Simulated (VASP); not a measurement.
Runs of VASP 6.6.1 on SnTe5. The structure is that of space group R32 (No. 155), or close to it. The cells are those of the table. 

| task | cell | k mesh | cutoff (eV) | gap on the mesh (eV) | pressure (GPa) | relaxed volume (Å³/atom) | largest force (eV/Å) |
| --- | --- | --- | --- | --- | --- | --- | --- |
| relaxation of cell and atoms | relaxed from a = 7.451 Å, angles 53.8°, 6 atoms | 3 × 3 × 3 | 600 | none | 0.0 | (a) | 0.01 |
| single point | a = 6.012 Å, angles 73.1°, 6 atoms | 3 × 3 × 3 | 520 | none | -0.1 | - | 0.02 |
| single point | a = 5.985 Å, angles 74.5°, 6 atoms | 6 × 6 × 6 | 520 | none | -0.1 | - | 0.01 |
| relaxation of cell and atoms | relaxed from a = 6.012 Å, angles 73.1°, 6 atoms | 6 × 6 × 6 | 600 | none | 0.0 | 32.38 | - |
| single point | a = 7.451 Å, angles 53.8°, 6 atoms | 3 × 3 × 3 | 520 | none | -7.5 | - | (b) |

Alike in all rows: level PBE; potentials or basis VASP PAW PBE potentials, release 64 (Sn_d, Te); no spin polarisation; smearing gaussian 0.1 eV.

Task: Estimate the missing entries.

Result: (a) 32.18; (b) 0.21.

Caveats: some runs use coarse meshes; spin-orbit coupling is left out, which moves the levels of the heavy elements; the volume moved by over 15 % at a fixed basis, so the end points are rough (some runs).

A k mesh can miss the band edges, and the runs leave out spin-orbit coupling on Sn, Te.

A gap of «none» marks levels without a gap at the run's occupations.
